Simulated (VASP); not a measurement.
Runs of VASP 6.6.1 on Sb. The structure is that of space group R-3m (No. 166), or close to it. The cells are those of the table. 

| task | cell | gap on the mesh (eV) | pressure (GPa) | largest force (eV/Å) |
| --- | --- | --- | --- | --- |
| electric field gradients | a = 4.581 Å, angles 57.2°, 2 atoms | none | -3.6 | 0.14 |
| electric field gradients | a = 4.555 Å, angles 56.3°, 2 atoms | none | -1.5 | - |
| electric field gradients | a = 4.401 Å, angles 57.2°, 2 atoms | none | 3.6 | 0.49 |
| electric field gradients | a = 4.462 Å, angles 57.6°, 2 atoms | none | 0.0 | 0.21 |
| single point | a = 4.430 Å, angles 58.1°, 2 atoms | none | 0.5 | 0.27 |
| single point | a = 4.555 Å, angles 56.3°, 2 atoms | none | -1.5 | - |
| electric field gradients | a = 4.478 Å, angles 57.2°, 2 atoms | none | 0.0 | 0.19 |
| electric field gradients | a = 4.432 Å, angles 57.2°, 2 atoms | none | 2.1 | 0.36 |
| electric field gradients | a = 4.552 Å, angles 57.2°, 2 atoms | none | -2.7 | 0.06 |
| electric field gradients | a = 4.463 Å, angles 57.2°, 2 atoms | none | (a) | 0.25 |
| single point | a = 4.524 Å, angles 56.8°, 2 atoms | none | (b) | 0.07 |

Alike in all rows: level LDA; potentials or basis VASP PAW LDA potentials, release 64 (Sb); no spin polarisation; k mesh 12 × 12 × 12; cutoff (eV) 520; smearing fermi-dirac 0.03 eV.

Q: Fill in the values left out.

A: (a) 0.7; (b) -1.1.

Caveats: spin-orbit coupling is left out, which moves the levels of the heavy elements; the cell stands under tension (at least some runs); the cell stands under pressure (at least some runs).

A k mesh can miss the band edges, and the runs leave out spin-orbit coupling on Sb.

A gap of «none» marks levels without a gap at the run's occupations.
